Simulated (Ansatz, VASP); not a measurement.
**Mg3CdS4 in VASP and in Ansatz**

```
Mg Cd S
1.0
    -2.65309    2.65309    5.31623
     2.65309   -2.65309    5.31623
     2.65309    2.65309   -5.31623
Mg Cd S
3 1 4
Direct
  0.00000 0.00000 0.00000
  0.75000 0.25000 0.50000
  0.25000 0.75000 0.50000
  0.50000 0.50000 0.00000
  0.75783 0.75783 0.00000
  0.24217 0.24217 0.00000
  0.50000 0.00000 0.50000
  0.00000 0.50000 0.50000
```

Alike in both runs: functional PBE; k mesh 8 × 8 × 8; occupations gaussian, width 0.02 eV; no spin polarisation.

Ansatz relaxed the structure, and its values are those at the end. VASP's run is a single point on that final structure, the one shown.

|  | VASP | Ansatz |
| --- | --- | --- |
| version | VASP 6.6.1 | Ansatz 0.2.0 |
| potentials or method | VASP PAW PBE potentials, release 64 (Mg, Cd, S), cutoff 520 eV | scalar-relativistic, plane waves, PAW |
| valence electrons in the cell | 42 | 74 |

Ansatz gave:

| Property | Result |
| --- | --- |
| gap on the k mesh at the Fermi level (eV) | 0.95 |
| least direct gap on the mesh (eV) | 1.89 |
| pressure (GPa) | 0.0 |
| rms of the force components (eV/Å) | 0.000 |

Q: What did VASP give for the same quantities?

A: gap on the k mesh at the Fermi level (eV): 0.94; least direct gap on the mesh (eV): 1.87; pressure (GPa): -0.1; rms of the force components (eV/Å): 0.008.

VASP's potentials hold 42 valence electrons a cell and Ansatz's 74, so a difference there can come from the potentials and not from the codes.
